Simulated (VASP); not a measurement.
A run of VASP 6.6.1 is set up as follows.

INCAR

```
SYSTEM = Ti
PREC = Accurate
ENCUT = 520
EDIFF = 1E-6
ISMEAR = 0
SIGMA = 0.15
LREAL = .FALSE.
LASPH = .TRUE.
NELM = 100
ALGO = Fast
ISIF = 2
LWAVE = .FALSE.
LCHARG = .TRUE.
GGA = CA
LELF = .TRUE.
LVHAR = .TRUE.
NBANDS = 12
```

The input KPOINTS:

```
regular mesh
0
G
  22 22 22
  0 0 0
```

Contents of POSCAR:

```
Ti
1.0
   -1.6410000000      1.6410000000      1.6410000000
    1.6410000000     -1.6410000000      1.6410000000
    1.6410000000      1.6410000000     -1.6410000000
Ti
1
Direct
    0.0000000000      0.0000000000      0.0000000000
```

Potentials or basis: VASP PAW LDA potentials, release 64 (Ti_sv).

Run with:

```sh
$ cat potpaw_LDA.64/Ti_sv/POTCAR > POTCAR
$ mpirun -np 1 vasp_std > vasp.out
```

Task: Estimate the pressure.

Result: -11.1 GPa.

Task: What does it give for the band gap on the k mesh?

Result: Zero (band 6 reaches 8.62 eV, above the bottom of band 7 at 7.07 eV).
